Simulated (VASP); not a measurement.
BaTiO3: single point with PBE+U

BaTiO3:

```xyz
10
Lattice="4.0417 4.0312 0.0000 0.0208 4.0416 4.0312 4.0417 0.0104 4.0312" Properties=species:S:1:pos:R:3 pbc="T T T"
Ba    0.0000    0.0000    0.0000
Ba    4.0521    4.0416    4.0312
Ti    1.9693    1.9642    1.9592
Ti    6.0214    6.0058    5.9904
O     2.0550    2.0497    0.0746
O     6.1070    6.0913    4.1058
O     0.0852    2.0548    2.0495
O     4.1372    6.0964    6.0807
O     2.0550    0.0799    2.0495
O     6.1070    4.1215    6.0807
```

* Program: VASP 6.6.1
* Task: single point
* Functional: PBE
* Potentials or basis: VASP PAW PBE potentials, release 64 (Ba_sv, Ti_sv, O)
* Cutoff: 600 eV
* k mesh: 6 × 6 × 6
* Occupations: fermi-dirac, width 0.1 eV
* Spin: no spin polarisation
* Hubbard terms: Ti d U = 3.98 eV, O p U = 4.84 eV
* Dipole correction: no
* Further INCAR settings: ALGO = Normal; EDIFF = 1e-06; NBANDS = 51

```
Pressure               : 4.6 GPa
Largest force          : 0.878 eV/Å
Band gap on the k mesh : 2.80 eV
```

Forces in eV/Å, atoms in the order of the input:
```
Ba  -0.064 -0.064 -0.064
Ba  -0.064 -0.064 -0.064
Ti   0.508  0.507  0.506
Ti   0.508  0.507  0.506
O    0.041  0.041 -0.527
O    0.041  0.041 -0.527
O   -0.527  0.043  0.043
O   -0.527  0.043  0.043
O    0.041 -0.527  0.043
O    0.041 -0.527  0.043
```

Stress tensor (GPa, compression positive):
```
 4.64 -0.18 -0.18
-0.18  4.64 -0.18
-0.18 -0.18  4.65
```

Levels at points of the mesh, in eV from the valence-band top:
| k point | band 36 | band 37 | band 38 | band 39 | band 40 | band 41 | band 42 | band 43 | band 44 | band 45 |
| --- | --- | --- | --- | --- | --- | --- | --- | --- | --- | --- |
| (0.00, 0.00, 0.00) | -0.40 | -0.40 | -0.01 | -0.01 | 0.00 | 2.80 | 2.80 | 2.89 | 4.41 | 4.41 |
| (0.50, 0.00, 0.00) | -0.73 | -0.66 | -0.66 | -0.57 | -0.57 | 3.72 | 3.72 | 3.91 | 3.91 | 3.96 |
| (0.50, 0.50, 0.00) | -0.93 | -0.89 | -0.87 | -0.85 | -0.09 | 2.98 | 4.16 | 4.22 | 4.23 | 4.23 |
| (0.50, 0.50, 0.50) | -0.74 | -0.74 | -0.74 | -0.54 | -0.54 | 3.91 | 3.91 | 3.91 | 3.91 | 3.91 |

Eigenvalues of the final occupation matrices:
```tsv
site	spin	trace	eigenvalues
site 3 d	1	0.81	0.11 0.11 0.11 0.24 0.24
site 3 d	2	0.81	0.11 0.11 0.11 0.24 0.24
site 4 d	1	0.81	0.11 0.11 0.11 0.24 0.24
site 4 d	2	0.81	0.11 0.11 0.11 0.24 0.24
```

It took 5.2 min on 1 thread of Intel(R) Xeon(R) Platinum 8259CL CPU @ 2.50GHz (Skylake/Cascade Lake), on a shared host, peak memory 0.46 GiB.

Caveat: the cell stands under pressure; spin-orbit coupling is left out, which moves the levels of the heavy elements. A k mesh can miss the band edges.
